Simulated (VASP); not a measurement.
# BiTe (I4/mmm) in VASP: single point with r2SCAN

Aim: the single point of BiTe with r2SCAN.

Everything below comes from runs of VASP 6.6.1. Logs are shortened: lines on timing, memory, paths and dates and some standing lists are left out, and cuts for length are marked.

## 1. The cell of the first run

The structure is tetragonal, space group I4/mmm (No. 139). Conventional cell: a = 4.438 Å, b = 4.438 Å, c = 6.470 Å, α = 90.00°, β = 90.00°, γ = 90.00°. Within 4.1 Å of Bi (site symmetry 4/mmm) lie 6 Te at 3.14 to 3.23 Å. Te (site symmetry 4/mmm) has 6 Bi at 3.14 to 3.23 Å within 4.1 Å.

## 2. Single point, r2SCAN (strain -0.030 along x and y, +0.000 along z)

POSCAR

```
BiTe
1.0
    0.0000000000      3.1379500000      3.2350000000
    3.1379500000      0.0000000000      3.2350000000
    3.1379500000      3.1379500000      0.0000000000
Bi Te
1 1
Direct
    0.0000000000      0.0000000000      0.0000000000
    0.5000000000      0.5000000000      0.5000000000
```

INCAR.step1

```
SYSTEM = BiTe
  PREC = Accurate
  ENCUT = 520
  ISMEAR = 0
  SIGMA = 0.15
  LREAL = .False.
  LASPH = .True.
  NELM = 100
  NBANDS = 18
  GGA = PE
  ALGO = Normal
  EDIFF = 1E-4
  LWAVE = .True.
  LCHARG = .False.
```

INCAR.step2

```
SYSTEM = BiTe
  PREC = Accurate
  ENCUT = 520
  EDIFF = 1E-7
  ISMEAR = 0
  SIGMA = 0.15
  LREAL = .False.
  LASPH = .True.
  NELM = 100
  ALGO = Normal
  ISIF = 2
  LWAVE = .False.
  LCHARG = .False.
  METAGGA = R2SCAN
  LMIXTAU = .True.
  NBANDS = 18
  ISTART = 1
```

KPOINTS

```
regular mesh
0
Gamma
  14 14 14
  0 0 0
```

Potentials or basis: VASP PAW PBE potentials, release 64 (Bi_d, Te).

Launch:

```sh
$ cat potpaw_PBE.64/Bi_d/POTCAR potpaw_PBE.64/Te/POTCAR > POTCAR
$ cp INCAR.step1 INCAR
$ mpirun -np 1 vasp_std > vasp.out
$ cp INCAR.step2 INCAR
$ mpirun -np 1 vasp_std > vasp.out
```

OUTCAR:

```text
SYSTEM = BiTe
   PREC = Accurate
   ENCUT = 520
   EDIFF = 1E-7
   ISMEAR = 0
   LREAL = .False.
   LASPH = .True.
   NELM = 100
   ISIF = 2
   METAGGA = R2SCAN
   ISTART = 1

 ion  position               nearest neighbor table
   1  0.000  0.000  0.000-   2 3.14   2 3.14   2 3.14   2 3.14   2 3.23   2 3.23
   2  0.500  0.500  0.500-   1 3.14   1 3.14   1 3.14   1 3.14   1 3.23   1 3.23

  LATTYP: Found a body centered tetragonal cell.
 ALAT       =     4.4377314480
 C/A-ratio  =     1.4579521262

  Lattice vectors:

 A1 = (  -3.1379500000,   0.0000000000,   3.2350000000)
 A2 = (   3.1379500000,   0.0000000000,   3.2350000000)
 A3 = (   0.0000000000,   3.1379500000,  -3.2350000000)

Analysis of symmetry for initial positions (statically):
=====================================================================
 Subroutine PRICEL returns:
 Original cell was already a primitive cell.

 Routine SETGRP: Setting up the symmetry group for a
 body centered tetragonal supercell.

 Subroutine GETGRP returns: Found 16 space group operations
 (whereof 16 operations were pure point group operations)
 out of a pool of 16 trial point group operations.

The static configuration has the point symmetry D_4h.

Analysis of symmetry for dynamics (positions and initial velocities):
=====================================================================
 Subroutine PRICEL returns:
 Original cell was already a primitive cell.

 Routine SETGRP: Setting up the symmetry group for a
 body centered tetragonal supercell.

 Subroutine GETGRP returns: Found 16 space group operations
 (whereof 16 operations were pure point group operations)
 out of a pool of 16 trial point group operations.

The dynamic configuration has the point symmetry D_4h.

 Subroutine INISYM returns: Found 16 space group operations
 (whereof 16 operations are pure point group operations),
 and found     1 'primitive' translations

----------------------------------------------------------------------------------------

                                     Primitive cell

  volume of cell :      63.7083

  direct lattice vectors                    reciprocal lattice vectors
     0.000000000  3.137950000  3.235000000    -0.159339696  0.159339696  0.154559505
     3.137950000  0.000000000  3.235000000     0.159339696 -0.159339696  0.154559505
     3.137950000  3.137950000  0.000000000     0.159339696  0.159339696 -0.154559505

  length of vectors
     4.506878654  4.506878654  4.437731448     0.273252481  0.273252481  0.273252481

  position of ions in fractional coordinates (direct lattice)
     0.000000000  0.000000000  0.000000000
     0.500000000  0.500000000  0.500000000

  ion indices of the primitive-cell ions
   primitive index   ion index
                 1           1
                 2           2

----------------------------------------------------------------------------------------

 KPOINTS: regular mesh

Automatic generation of k-mesh.
 Grid dimensions read from file:
 generate k-points for:   14   14   14

 Generating k-lattice:

  Cartesian coordinates                     Fractional coordinates (reciprocal lattice)
    -0.011381407  0.011381407  0.011039965     0.071428571  0.000000000  0.000000000
     0.011381407 -0.011381407  0.011039965     0.000000000  0.071428571  0.000000000
     0.011381407  0.011381407 -0.011039965     0.000000000  0.000000000  0.071428571

  Length of vectors
     0.019518034  0.019518034  0.019518034

  Shift w.r.t. Gamma in fractional coordinates (k-lattice)
     0.000000000  0.000000000  0.000000000

 Subroutine IBZKPT returns following result:
 ===========================================

 Found    244 irreducible k-points:

 Following reciprocal coordinates:
            Coordinates               Weight
  0.000000  0.000000  0.000000      1.000000
  0.071429 -0.000000  0.000000      8.000000
  0.142857  0.000000  0.000000      8.000000
  0.214286 -0.000000  0.000000      8.000000
  0.285714 -0.000000  0.000000      8.000000
  0.357143  0.000000  0.000000      8.000000
[... 16 lines left out ...]
  0.214286  0.142857  0.000000      8.000000
  0.285714  0.142857  0.000000      8.000000
 [... further k-points ...]
   k-points           NKPTS =    244   k-points in BZ     NKDIM =    244   number of bands    NBANDS=     18
   number of dos      NEDOS =    301   number of ions     NIONS =      2
   total plane-waves  NPLWV =  46656
   dimension x,y,z NGX =    36 NGY =   36 NGZ =   36
   dimension x,y,z NGXF=    72 NGYF=   72 NGZF=   72
   ions per type =               1   1
   NGX,Y,Z   is equivalent  to a cutoff of  13.28, 13.28, 13.49 a.u.
   NGXF,Y,Z  is equivalent  to a cutoff of  26.56, 26.56, 26.97 a.u.
 SYSTEM =  BiTe
   PREC   = accura    normal or accurate (medium, high low for compatibility)
   ISTART =      1    job   : 0-new  1-cont  2-samecut
   ICHARG =      0    charge: 1-file 2-atom 10-const
   ISPIN  =      1    spin polarized calculation?
   LNONCOLLINEAR =      F non collinear calculations
   LSORBIT =      F    spin-orbit coupling
   LASPH  =      T    aspherical Exc in radial PAW
   ENCUT  =  520.0 eV  38.22 Ry    6.18 a.u.   8.38  8.38  8.25*2*pi/ulx,y,z
   NELM   =    100;   NELMIN=  2; NELMDL=  0     # of ELM steps
   EDIFF  = 0.1E-06   stopping-criterion for ELM
   LREAL  =      F    real-space projection
   EDIFFG = 0.1E-05   stopping-criterion for IOM
   NSW    =      0    number of steps for IOM
   IBRION =     -1    ionic relax: 0-MD 1-quasi-New 2-CG
   NFREE  =      0    steps in history (QN), initial steepest desc. (CG)
   ISIF   =      2    stress and relaxation
   ISYM   =      2    0-nonsym 1-usesym 2-fastsym
   POTIM  = 0.5000    time-step for ionic-motion
   TEBEG  =    0.0;   TEEND  =   0.0 temperature during run
   PSTRESS=    0.0 pullay stress
   NELECT =      21.0000    total number of electrons
   NUPDOWN=      -1.0000    fix difference up-down
   EMIN   =  10.00;   EMAX   =-10.00  energy-range for DOS
   EFERMI =   0.00;   METHOD = LEGACY
   ISMEAR =     0;   SIGMA  =   0.15  broadening in eV -4-tet -1-fermi 0-gaus
   EFERMI_NEDOS =   21; number of points for ismear=-14 and -15
   IALGO  =     38    algorithm
   IMIX   =      4    mixing-type and parameters
     AMIX     =   0.40;   BMIX     =  1.00
     AMIX_MAG =   1.60;   BMIX_MAG =  1.00
  volume/ion in A,a.u.               =      31.85       214.96
  Fermi-wavevector in a.u.,A,eV,Ry     =   1.130878  2.137050 17.400293  1.278885
  Thomas-Fermi vector in A             =   2.267576
   LORBIT       =      0    0 simple, 1 ext, 2 COOP (PROOUT), +10 PAW based schemes
   METAGGA = R2SCAN    functional components
   LHFCALC =     F    Hartree Fock is set to
   AEXX    =    0.0000 exact exchange contribution
   IVDW    =     0    specifies the selected vdW correction
   LEPSILON=     F    determine dielectric tensor
   LRPA    =     F    only Hartree local field effects (RPA)
 non-spin polarized calculation
 Gauss-broadening in eV      SIGMA  =   0.15
  energy-cutoff  :      520.00
  volume of cell :       63.71
 maximum number of plane-waves:      1745
 NGX is ok and might be reduce to    36
   NGX = 17   NGY = 17   NGZ = 17

 number of electron      21.0000003 magnetization

 Free energy of the ion-electron system (eV)
  ---------------------------------------------------
  ext. energy  EPLUGINS =         0.00000000
  ---------------------------------------------------
  free energy    TOTEN  =       -83.98012139 eV

  energy without entropy =      -83.96636658  energy(sigma->0) =      -83.97324398

 E-fermi :   7.3861     XC(G=0): -10.2959

 val. band max:        7.3765556385   @ k =  -0.2857   0.1429   0.4286
 cond. band min:       7.3887418100   @ k =   0.4286   0.1429   0.0714
 fundamental gap:      0.0121861715
 Fermi energy:         7.3861091582

 k-point     1 :       0.0000    0.0000    0.0000
  band No.  band energies     occupation
      1     -16.5883      2.00000
      2     -16.5777      2.00000
      3     -16.5599      2.00000
      4     -16.5566      2.00000
      5     -16.5566      2.00000
      6      -7.2591      2.00000
[... 10 lines left out ...]
     17      13.8780      0.00000
     18      14.2406      0.00000

 k-point     2 :       0.0714   -0.0000    0.0000
  band No.  band energies     occupation
      1     -16.5886      2.00000
      2     -16.5773      2.00000
      3     -16.5600      2.00000
      4     -16.5564      2.00000
      5     -16.5562      2.00000
      6      -7.2070      2.00000
[... 10 lines left out ...]
     17      14.1773      0.00000
     18      14.6501      0.00000

 k-point     3 :       0.1429    0.0000    0.0000
  band No.  band energies     occupation
      1     -16.5897      2.00000
      2     -16.5764      2.00000
      3     -16.5606      2.00000
      4     -16.5558      2.00000
      5     -16.5552      2.00000
      6      -7.0510      2.00000
[... 10 lines left out ...]
     17      14.9536      0.00000
     18      15.6345      0.00000

 k-point     4 :       0.2143   -0.0000    0.0000
  band No.  band energies     occupation
      1     -16.5912      2.00000
      2     -16.5754      2.00000
      3     -16.5612      2.00000
      4     -16.5548      2.00000
      5     -16.5537      2.00000
      6      -6.7930      2.00000
[... 375 lines left out ...]
      4     -16.5541      2.00000
      5     -16.5541      2.00000
      6      -7.0066      2.00000
[... 10 lines left out ...]
     17      14.8045      0.00000
     18      15.0111      0.00000

 k-point    23 :       0.2143    0.1429    0.0000
  band No.  band energies     occupation
      1     -16.5872      2.00000
      2     -16.5785      2.00000
      3     -16.5654      2.00000
      4     -16.5529      2.00000
      5     -16.5527      2.00000
      6      -6.8327      2.00000
[... 10 lines left out ...]
     17      15.2437      0.00000
     18      15.4523      0.00000

 k-point    24 :       0.2857    0.1429    0.0000
  band No.  band energies     occupation
      1     -16.5881      2.00000
      2     -16.5778      2.00000
      3     -16.5668      2.00000
      4     -16.5517      2.00000
      5     -16.5510      2.00000
      6      -6.5614      2.00000
[... 10 lines left out ...]
     17      16.1797      0.00000
     18      16.3339      0.00000

 [... further k-points ...]

------------------------ aborting loop because EDIFF is reached ----------------------------------------

  FORCE on cell =-STRESS in cart. coord.  units (eV):
  Direction    XX          YY          ZZ          XY          YZ          ZX
  --------------------------------------------------------------------------------------
  -------------------------------------------------------------------------------------
  Total        1.8439022      1.8439022      0.6286674      0.0000000      0.0000000      0.0000000
  in kB       46.3716071     46.3716071     15.8101221      0.0000000      0.0000000      0.0000000
  external PRESSURE =      36.1844454 kB  Pullay stress =       0.0000000 kB

 VOLUME and BASIS-vectors are now :
 -----------------------------------------------------------------------------
  energy-cutoff  :      520.00
  volume of cell :       63.71
      direct lattice vectors                 reciprocal lattice vectors
     0.000000000  3.137950000  3.235000000    -0.159339696  0.159339696  0.154559505
     3.137950000  0.000000000  3.235000000     0.159339696 -0.159339696  0.154559505
     3.137950000  3.137950000  0.000000000     0.159339696  0.159339696 -0.154559505

 POSITION                                       TOTAL-FORCE (eV/Angst)
 -----------------------------------------------------------------------------------
      0.00000      0.00000      0.00000        -0.000000      0.000000      0.000000
      3.13795      3.13795      3.23500         0.000000     -0.000000     -0.000000
 -----------------------------------------------------------------------------------
    total drift:                               -0.000000      0.000000      0.000000

  FREE ENERGIE OF THE ION-ELECTRON SYSTEM (eV)
  ---------------------------------------------------
  free  energy   TOTEN  =       -83.9801213861 eV

  energy  without entropy=      -83.9663665771  energy(sigma->0) =      -83.97324398
```

Wall time 18 min (1 thread of Oxide Virtual Turin-like, shared host); peak memory 0.4 GiB.

Results:

| Property | Result |
| --- | --- |
| Free energy | -83.9801 eV |
| Pressure | 3.6 GPa |
| Band gap on the k mesh | zero (an odd number of electrons rules out a gap without spin polarisation) |

Caveat: the cell differs from its parent crystal (strain -0.030 along x and y, +0.000 along z); the cell stands under pressure; the PAW data sets were made with another functional, which shifts forces and pressure a little; spin-orbit coupling is left out, which moves the levels of the heavy elements.
